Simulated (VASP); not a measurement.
# Si2Mo (fluorite type) (Fm-3m) in VASP: a series of runs

Runs on Si2Mo (fluorite type). Level: PBE. Tasks: single point, relaxation of cell and atoms.

All numbers are computed with VASP 6.6.1; they aren't measurements. Logs are shortened: lines on timing, memory, paths and dates and some standing lists are left out, and cuts for length are marked.

## Step 1: The cell of the first run

It takes space group Fm-3m (No. 225, cubic). Conventional cell: a = 5.855 Å, b = 5.855 Å, c = 5.855 Å, α = 90.00°, β = 90.00°, γ = 90.00°. Mo (site symmetry m-3m) has 8 Si at 2.54 Å within 3.3 Å. Within 3.3 Å of Si (site symmetry -43m) lie 4 Mo at 2.54 Å and 6 Si at 2.93 Å.

## Step 2: Single point, PBE

INCAR reads:

```
PREC = Accurate ; ENCUT = 520
EDIFF = 1E-6 ; ISMEAR = -1
SIGMA = 0.05 ; LREAL = False
LASPH = True ; NELM = 60
ALGO = Normal ; ISIF = 2
LWAVE = False ; LCHARG = False
GGA = PE ; NBANDS = 18
```

KPOINTS reads:

```
Automatic mesh
0
Gamma
  10 10 10
```

POSCAR reads:

```
Si2Mo
1.0
    0.0000000000      2.9275809788      2.9275809788
    2.9275809788      0.0000000000      2.9275809788
    2.9275809788      2.9275809788      0.0000000000
Mo Si
1 2
Direct
    0.0000000000      0.0000000000      0.0000000000
    0.2500000000      0.2500000000      0.2500000000
    0.7500000000      0.7500000000      0.7500000000
```

Potentials or basis: VASP PAW PBE potentials, release 64 (Mo_sv, Si).

The run is started by

```
> cat potpaw_PBE.64/Mo_sv/POTCAR potpaw_PBE.64/Si/POTCAR > POTCAR
> mpirun -np 1 vasp_std > vasp.out
```

OUTCAR:

```text
PREC = Accurate
   ENCUT = 520
   EDIFF = 1E-6
   ISMEAR = -1
   LREAL = False
   LASPH = True
   NELM = 60
   ISIF = 2
   GGA = PE

 ion  position               nearest neighbor table
   1  0.000  0.000  0.000-   3 2.54   3 2.54   3 2.54   2 2.54   3 2.54   2 2.54   2 2.54   2 2.54

   2  0.250  0.250  0.250-   1 2.54   1 2.54   1 2.54   1 2.54   3 2.93   3 2.93   3 2.93   3 2.93
                             3 2.93   3 2.93
   3  0.750  0.750  0.750-   1 2.54   1 2.54   1 2.54   1 2.54   2 2.93   2 2.93   2 2.93   2 2.93
                             2 2.93   2 2.93

  LATTYP: Found a face centered cubic cell.
 ALAT       =     5.8551619576

  Lattice vectors:

 A1 = (   0.0000000000,   2.9275809788,   2.9275809788)
 A2 = (   2.9275809788,   0.0000000000,   2.9275809788)
 A3 = (   2.9275809788,   2.9275809788,   0.0000000000)

Analysis of symmetry for initial positions (statically):
=====================================================================
 Subroutine PRICEL returns:
 Original cell was already a primitive cell.

 Routine SETGRP: Setting up the symmetry group for a
 face centered cubic supercell.

 Subroutine GETGRP returns: Found 48 space group operations
 (whereof 48 operations were pure point group operations)
 out of a pool of 48 trial point group operations.

The static configuration has the point symmetry O_h .

Analysis of symmetry for dynamics (positions and initial velocities):
=====================================================================
 Subroutine PRICEL returns:
 Original cell was already a primitive cell.

 Routine SETGRP: Setting up the symmetry group for a
 face centered cubic supercell.

 Subroutine GETGRP returns: Found 48 space group operations
 (whereof 48 operations were pure point group operations)
 out of a pool of 48 trial point group operations.

The dynamic configuration has the point symmetry O_h .

 Subroutine INISYM returns: Found 48 space group operations
 (whereof 48 operations are pure point group operations),
 and found     1 'primitive' translations

----------------------------------------------------------------------------------------

                                     Primitive cell

  volume of cell :      50.1830

  direct lattice vectors                    reciprocal lattice vectors
     0.000000000  2.927580979  2.927580979    -0.170789469  0.170789469  0.170789469
     2.927580979  0.000000000  2.927580979     0.170789469 -0.170789469  0.170789469
     2.927580979  2.927580979  0.000000000     0.170789469  0.170789469 -0.170789469

  length of vectors
     4.140224725  4.140224725  4.140224725     0.295816037  0.295816037  0.295816037

  position of ions in fractional coordinates (direct lattice)
     0.000000000  0.000000000  0.000000000
     0.250000000  0.250000000  0.250000000
     0.750000000  0.750000000  0.750000000

  ion indices of the primitive-cell ions
   primitive index   ion index
                 1           1
                 2           2
                 3           3

----------------------------------------------------------------------------------------

 KPOINTS: Automatic mesh

Automatic generation of k-mesh.
 Grid dimensions read from file:
 generate k-points for:   10   10   10

 Generating k-lattice:

  Cartesian coordinates                     Fractional coordinates (reciprocal lattice)
    -0.017078947  0.017078947  0.017078947     0.100000000  0.000000000  0.000000000
     0.017078947 -0.017078947  0.017078947     0.000000000  0.100000000  0.000000000
     0.017078947  0.017078947 -0.017078947     0.000000000  0.000000000  0.100000000

  Length of vectors
     0.029581604  0.029581604  0.029581604

  Shift w.r.t. Gamma in fractional coordinates (k-lattice)
     0.000000000  0.000000000  0.000000000

 Subroutine IBZKPT returns following result:
 ===========================================

 Found     47 irreducible k-points:

 Following reciprocal coordinates:
            Coordinates               Weight
  0.000000  0.000000  0.000000      1.000000
  0.100000  0.000000  0.000000      8.000000
  0.200000  0.000000  0.000000      8.000000
  0.300000  0.000000  0.000000      8.000000
  0.400000  0.000000  0.000000      8.000000
  0.500000  0.000000  0.000000      4.000000
[... 16 lines left out ...]
  0.300000  0.300000  0.000000      6.000000
  0.400000  0.300000  0.000000     24.000000
 [... further k-points ...]
   k-points           NKPTS =     47   k-points in BZ     NKDIM =     47   number of bands    NBANDS=     18
   number of dos      NEDOS =    301   number of ions     NIONS =      3
   total plane-waves  NPLWV =  32768
   dimension x,y,z NGX =    32 NGY =   32 NGZ =   32
   dimension x,y,z NGXF=    64 NGYF=   64 NGZF=   64
   ions per type =               1   2
   NGX,Y,Z   is equivalent  to a cutoff of  12.85, 12.85, 12.85 a.u.
   NGXF,Y,Z  is equivalent  to a cutoff of  25.70, 25.70, 25.70 a.u.
 SYSTEM =  unknown system
   PREC   = accura    normal or accurate (medium, high low for compatibility)
   ISTART =      0    job   : 0-new  1-cont  2-samecut
   ICHARG =      2    charge: 1-file 2-atom 10-const
   ISPIN  =      1    spin polarized calculation?
   LNONCOLLINEAR =      F non collinear calculations
   LSORBIT =      F    spin-orbit coupling
   LASPH  =      T    aspherical Exc in radial PAW
   ENCUT  =  520.0 eV  38.22 Ry    6.18 a.u.   7.70  7.70  7.70*2*pi/ulx,y,z
   NELM   =     60;   NELMIN=  2; NELMDL= -5     # of ELM steps
   EDIFF  = 0.1E-05   stopping-criterion for ELM
   LREAL  =      F    real-space projection
   EDIFFG = 0.1E-04   stopping-criterion for IOM
   NSW    =      0    number of steps for IOM
   IBRION =     -1    ionic relax: 0-MD 1-quasi-New 2-CG
   NFREE  =      0    steps in history (QN), initial steepest desc. (CG)
   ISIF   =      2    stress and relaxation
   ISYM   =      2    0-nonsym 1-usesym 2-fastsym
   POTIM  = 0.5000    time-step for ionic-motion
   TEBEG  =    0.0;   TEEND  =   0.0 temperature during run
   PSTRESS=    0.0 pullay stress
   NELECT =      22.0000    total number of electrons
   NUPDOWN=      -1.0000    fix difference up-down
   EMIN   =  10.00;   EMAX   =-10.00  energy-range for DOS
   EFERMI =   0.00;   METHOD = LEGACY
   ISMEAR =    -1;   SIGMA  =   0.05  broadening in eV -4-tet -1-fermi 0-gaus
   EFERMI_NEDOS =   21; number of points for ismear=-14 and -15
   IALGO  =     38    algorithm
   IMIX   =      4    mixing-type and parameters
     AMIX     =   0.40;   BMIX     =  1.00
     AMIX_MAG =   1.60;   BMIX_MAG =  1.00
  volume/ion in A,a.u.               =      16.73       112.88
  Fermi-wavevector in a.u.,A,eV,Ry     =   1.243646  2.350150 21.043527  1.546656
  Thomas-Fermi vector in A             =   2.377948
   LORBIT       =      0    0 simple, 1 ext, 2 COOP (PROOUT), +10 PAW based schemes
   GGA     = PE    functional components
   LHFCALC =     F    Hartree Fock is set to
   AEXX    =    0.0000 exact exchange contribution
   IVDW    =     0    specifies the selected vdW correction
   LEPSILON=     F    determine dielectric tensor
   LRPA    =     F    only Hartree local field effects (RPA)
 non-spin polarized calculation
  energy-cutoff  :      520.00
  volume of cell :       50.18
 maximum number of plane-waves:      1369
   NGX = 15   NGY = 15   NGZ = 15

 number of electron      22.0000001 magnetization

 Free energy of the ion-electron system (eV)
  ---------------------------------------------------
  ext. energy  EPLUGINS =         0.00000000
  ---------------------------------------------------
  free energy    TOTEN  =       -20.78339627 eV

  energy without entropy =      -20.76741920  energy(sigma->0) =      -20.77540774

 E-fermi :   9.0040     XC(G=0): -11.1526

 val. band max:        8.9951862135   @ k =   0.4000   0.3000   0.0000
 cond. band min:       9.0337344001   @ k =   0.5000   0.4000   0.1000
 fundamental gap:      0.0385481866
 Fermi energy:         9.0039692153

 k-point     1 :       0.0000    0.0000    0.0000
  band No.  band energies     occupation
      1     -51.2855      2.00000
      2     -25.4882      2.00000
      3     -25.4882      2.00000
      4     -25.4882      2.00000
      5      -2.5219      2.00000
      6       4.6280      2.00000
[... 10 lines left out ...]
     17      13.7098      0.00000
     18      15.3689      0.00000

 k-point     2 :       0.1000    0.0000    0.0000
  band No.  band energies     occupation
      1     -51.2854      2.00000
      2     -25.4920      2.00000
      3     -25.4888      2.00000
      4     -25.4888      2.00000
      5      -2.3856      2.00000
      6       4.0695      2.00000
[... 10 lines left out ...]
     17      13.4590      0.00000
     18      15.7127      0.00000

 k-point     3 :       0.2000    0.0000    0.0000
  band No.  band energies     occupation
      1     -51.2850      2.00000
      2     -25.5017      2.00000
      3     -25.4903      2.00000
      4     -25.4903      2.00000
      5      -1.9894      2.00000
      6       3.1472      2.00000
[... 10 lines left out ...]
     17      13.9563      0.00000
     18      16.3732      0.00000

 k-point     4 :       0.3000    0.0000    0.0000
  band No.  band energies     occupation
      1     -51.2845      2.00000
      2     -25.5136      2.00000
      3     -25.4921      2.00000
      4     -25.4921      2.00000
      5      -1.3744      2.00000
      6       2.2550      2.00000
[... 10 lines left out ...]
     17      14.6066      0.00000
     18      17.2441      0.00000

 k-point     5 :       0.4000    0.0000    0.0000
  band No.  band energies     occupation
      1     -51.2840      2.00000
      2     -25.5233      2.00000
      3     -25.4936      2.00000
      4     -25.4936      2.00000
      5      -0.6317      2.00000
      6       1.4310      2.00000
[... 10 lines left out ...]
     17      15.0040      0.00000
     18      17.8194      0.00000

 k-point     6 :       0.5000    0.0000    0.0000
  band No.  band energies     occupation
      1     -51.2839      2.00000
      2     -25.5269      2.00000
      3     -25.4942      2.00000
      4     -25.4942      2.00000
      5      -0.1195      2.00000
      6       0.9114      2.00000
[... 10 lines left out ...]
     17      15.1270      0.00000
     18      17.4546      0.00000

 k-point     7 :       0.1000    0.1000    0.0000
  band No.  band energies     occupation
      1     -51.2853      2.00000
      2     -25.4920      2.00000
      3     -25.4896      2.00000
      4     -25.4896      2.00000
      5      -2.3398      2.00000
      6       3.9811      2.00000
[... 10 lines left out ...]
     17      13.3439      0.00000
     18      15.4081      0.00000

 k-point     8 :       0.2000    0.1000    0.0000
  band No.  band energies     occupation
      1     -51.2850      2.00000
      2     -25.4992      2.00000
      3     -25.4913      2.00000
      4     -25.4908      2.00000
      5      -2.0286      2.00000
      6       3.2967      2.00000
[... 10 lines left out ...]
     17      14.0584      0.00000
     18      15.3590      0.00000
[... 229 lines left out ...]
     17      15.1610      0.00000
     18      16.0762      0.00000

 k-point    20 :      -0.4000    0.2000    0.0000
  band No.  band energies     occupation
      1     -51.2837      2.00000
      2     -25.5221      2.00000
      3     -25.5039      2.00000
      4     -25.4961      2.00000
      5       0.2327      2.00000
      6       1.1058      2.00000
[... 10 lines left out ...]
     17      15.7401      0.00000
     18      16.9958      0.00000

 k-point    21 :      -0.3000    0.2000    0.0000
  band No.  band energies     occupation
      1     -51.2839      2.00000
      2     -25.5178      2.00000
      3     -25.5033      2.00000
      4     -25.4942      2.00000
      5      -0.4609      2.00000
      6       1.6789      2.00000
[... 10 lines left out ...]
     17      15.6643      0.00000
     18      17.2509      0.00000

 k-point    22 :      -0.2000    0.2000    0.0000
  band No.  band energies     occupation
      1     -51.2843      2.00000
      2     -25.5119      2.00000
      3     -25.4993      2.00000
      4     -25.4921      2.00000
      5      -1.1586      2.00000
      6       2.2408      2.00000
[... 10 lines left out ...]
     17      14.8782      0.00000
     18      16.3038      0.00000

 k-point    23 :       0.3000    0.3000    0.0000
  band No.  band energies     occupation
      1     -51.2841      2.00000
      2     -25.5136      2.00000
      3     -25.4976      2.00000
      4     -25.4976      2.00000
      5      -0.9545      2.00000
      6       2.3105      2.00000
[... 10 lines left out ...]
     17      14.8910      0.00000
     18      15.6788      0.00000

 k-point    24 :       0.4000    0.3000    0.0000
  band No.  band energies     occupation
      1     -51.2838      2.00000
      2     -25.5190      2.00000
      3     -25.5005      2.00000
      4     -25.4993      2.00000
      5      -0.3751      2.00000
      6       1.9626      2.00000
[... 10 lines left out ...]
     17      15.4562      0.00000
     18      15.7734      0.00000

 [... further k-points ...]

------------------------ aborting loop because EDIFF is reached ----------------------------------------

  FORCE on cell =-STRESS in cart. coord.  units (eV):
  Direction    XX          YY          ZZ          XY          YZ          ZX
  --------------------------------------------------------------------------------------
  -------------------------------------------------------------------------------------
  Total        0.0242299      0.0242299      0.0242299      0.0000000      0.0000000      0.0000000
  in kB        0.7735806      0.7735806      0.7735806      0.0000000      0.0000000      0.0000000
  external PRESSURE =       0.7735806 kB  Pullay stress =       0.0000000 kB

 VOLUME and BASIS-vectors are now :
 -----------------------------------------------------------------------------
  energy-cutoff  :      520.00
  volume of cell :       50.18
      direct lattice vectors                 reciprocal lattice vectors
     0.000000000  2.927580979  2.927580979    -0.170789469  0.170789469  0.170789469
     2.927580979  0.000000000  2.927580979     0.170789469 -0.170789469  0.170789469
     2.927580979  2.927580979  0.000000000     0.170789469  0.170789469 -0.170789469

 POSITION                                       TOTAL-FORCE (eV/Angst)
 -----------------------------------------------------------------------------------
      0.00000      0.00000      0.00000         0.000000     -0.000000     -0.000000
      1.46379      1.46379      1.46379         0.000000      0.000000     -0.000000
      4.39137      4.39137      4.39137        -0.000000     -0.000000      0.000000
 -----------------------------------------------------------------------------------
    total drift:                                0.000000     -0.000000      0.000000

  FREE ENERGIE OF THE ION-ELECTRON SYSTEM (eV)
  ---------------------------------------------------
  free  energy   TOTEN  =       -20.7833962699 eV

  energy  without entropy=      -20.7674192039  energy(sigma->0) =      -20.77540774
```

Run time: 17 s. Hardware: 1 thread of AMD EPYC 9R45 (Zen 5), shared host; peak memory 0.16 GiB.

What came out:

| Quantity | Value |
| --- | --- |
| Free energy | -20.7834 eV |
| Pressure | 0.1 GPa |
| Band gap on the k mesh | zero (band 11 reaches 9.60 eV, above the bottom of band 12 at 8.36 eV) |

## Step 3: Relaxation of cell and atoms, PBE

This run uses another cell than the first one, of 16.53 Å³/atom, 0.988 times its volume.

INCAR reads:

```
SYSTEM = Si2Mo
PREC = Accurate
ENCUT = 600
EDIFF = 1E-7
ISMEAR = -1
SIGMA = 0.05
LREAL = .FALSE.
LASPH = .TRUE.
NELM = 100
ALGO = Normal
ISIF = 3
LWAVE = .FALSE.
LCHARG = .FALSE.
GGA = PE
IBRION = 2
NSW = 60
EDIFFG = -0.005
```

KPOINTS reads:

```
regular mesh
0
G
  10 10 10
  0 0 0
```

POSCAR reads:

```
Si2Mo
1.0
    0.0000000000      2.9159886164      2.9159886164
    2.9159886164      0.0000000000      2.9159886164
    2.9159886164      2.9159886164      0.0000000000
Mo Si
1 2
Direct
    0.0000000000      0.0000000000      0.0000000000
    0.2500000000      0.2500000000      0.2500000000
    0.7500000000      0.7500000000      0.7500000000
```

Potentials or basis: VASP PAW PBE potentials, release 64 (Mo_sv, Si).

The run is started by

```
> cat potpaw_PBE.64/Mo_sv/POTCAR potpaw_PBE.64/Si/POTCAR > POTCAR
> mpirun -np 1 vasp_std > vasp.out
```

It took 54 s on 1 thread of AMD EPYC 9R45 (Zen 5), shared host; peak memory 0.21 GiB.

It converged, with:

```yaml
Free_energy: -20.7832 eV
Relaxed_volume: 16.74 Å³/atom
Relaxed_cell: a = 4.141 Å, b = 4.141 Å, c = 4.141 Å, α = 60.00°, β = 60.00°, γ = 60.00°
Space_group_after_relaxing_to_0.05_Å: Fm-3m (No. 225)
Energy_gained_by_relaxing: 1.1 meV/atom
Ionic_steps: 3
Pressure_after_relaxing: 0.0 GPa
Band_gap_on_the_k_mesh: zero (band 11 reaches 9.59 eV, above the bottom of band 12 at 8.36 eV)
```

Step by step:
| step | energy change (eV) | largest force (eV/Å) | pressure (GPa) | volume (Å³) |
| --- | --- | --- | --- | --- |
| 1 | 0.0000 | 0.0000 | 1.75 | 49.59 |
| 2 | 0.0006 | 0.0000 | -1.82 | 50.89 |
| 3 | -0.0033 | 0.0000 | 0.00 | 50.21 |

Final structure:
```xyz
3
Lattice="0.0000 2.9280 2.9280 2.9280 0.0000 2.9280 2.9280 2.9280 0.0000" Properties=species:S:1:pos:R:3 pbc="T T T"
Mo    0.0000    0.0000    0.0000
Si    1.4640    1.4640    1.4640
Si    4.3920    4.3920    4.3920
```

Levels at points of the mesh, in eV from the Fermi level:
```csv
k point,band 9,band 10,band 11,band 12,band 13,band 14
"(0.00, 0.00, 0.00)",-2.27,-1.03,-1.03,3.84,3.84,3.84
"(0.50, 0.00, 0.00)",-1.44,-0.40,-0.40,-0.14,-0.14,1.00
"(0.50, 0.50, 0.00)",-2.81,-1.16,-1.16,-0.64,0.21,4.45
```
